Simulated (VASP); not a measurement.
Input of a VASP 6.6.1 run:

INCAR

```
ALGO = Fast
EDIFF = 1E-6
ENCUT = 520
GGA = PS
ISIF = 2
ISMEAR = 0
LASPH = T
LCHARG = F
LREAL = F
LWAVE = F
NBANDS = 30
NELM = 100
PREC = Accurate
SIGMA = 0.1
```

File KPOINTS:

```
k-points
0
Gamma
  6 6 4
```

The input POSCAR:

```
K
1.0
    4.2220395650     -4.2158071652      0.0000000000
    4.2220395650      4.2158071652      0.0000000000
    0.0000000000      0.0000000000     11.0329053057
K
5
Direct
    0.5000000000      0.0000000000      0.3092481959
    0.0000000000      0.5000000000      0.6907518041
    0.0000000000      0.5000000000      0.3092481959
    0.5000000000      0.0000000000      0.6907518041
    0.0000000000      0.0000000000      0.0000000000
```

Potentials or basis: VASP PAW PBE potentials, release 64 (K_sv).

Launch:

```bash
$ cat potpaw_PBE.64/K_sv/POTCAR > POTCAR
$ mpirun -np 1 vasp_std > vasp.out
```

Task: Predict the pressure.

Result: 0.1 GPa.

Task: Predict the band gap on the k mesh.

Result: Zero (an odd number of electrons rules out a gap without spin polarisation).

Caveat: the PAW data sets were made with another functional, which shifts forces and pressure a little.
